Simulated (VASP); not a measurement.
A run of VASP 6.6.1 is set up as follows.

The input POSCAR:

```
ZnO
1.0
    3.2351576527      0.0000000000      0.0000000000
   -1.6175788264      2.8017287125      0.0000000000
    0.0000000000      0.0000000000      5.2110795600
Zn O
2 2
Direct
    0.3333333333      0.6666666667     -0.0259090968
    0.6666666667      0.3333333333      0.4740909032
    0.3333333333      0.6666666667      0.4079090968
    0.6666666667      0.3333333333      0.9079090968
```

File INCAR.step1:

```
SYSTEM = ZnO
PREC = Accurate
ENCUT = 520
ISMEAR = 0
SIGMA = 0.01
LREAL = .False.
LASPH = .True.
NELM = 60
NBANDS = 26
GGA = PE
ALGO = Normal
EDIFF = 1E-4
LWAVE = .True.
LCHARG = .False.
```

File INCAR.step2:

```
SYSTEM = ZnO
PREC = Accurate
ENCUT = 520
EDIFF = 1E-7
ISMEAR = 0
SIGMA = 0.01
LREAL = .False.
LASPH = .True.
NELM = 60
ALGO = Normal
ISIF = 2
LWAVE = .False.
LCHARG = .False.
METAGGA = R2SCAN
LMIXTAU = .True.
NBANDS = 26
ISTART = 1
```

File KPOINTS:

```
regular mesh
0
Gamma
  12 12 8
  0 0 0
```

Potentials or basis: VASP PAW PBE potentials, release 64 (Zn, O).

Launch:

```bash
$ cat potpaw_PBE.64/Zn/POTCAR potpaw_PBE.64/O/POTCAR > POTCAR
$ cp INCAR.step1 INCAR
$ mpirun -np 1 vasp_std > vasp.out
$ cp INCAR.step2 INCAR
$ mpirun -np 1 vasp_std > vasp.out
```

Problem. Estimate the pressure.

Solution. 4.9 GPa.

Problem. Predict the largest force.

Solution. 0.691 eV/Å.

Forces on the atoms (eV/Å):
```
Zn   0.000  0.000  0.691
Zn   0.000  0.000  0.691
O    0.000  0.000 -0.691
O    0.000  0.000 -0.691
```

Caveat: the PAW data sets were made with another functional, which shifts forces and pressure a little.
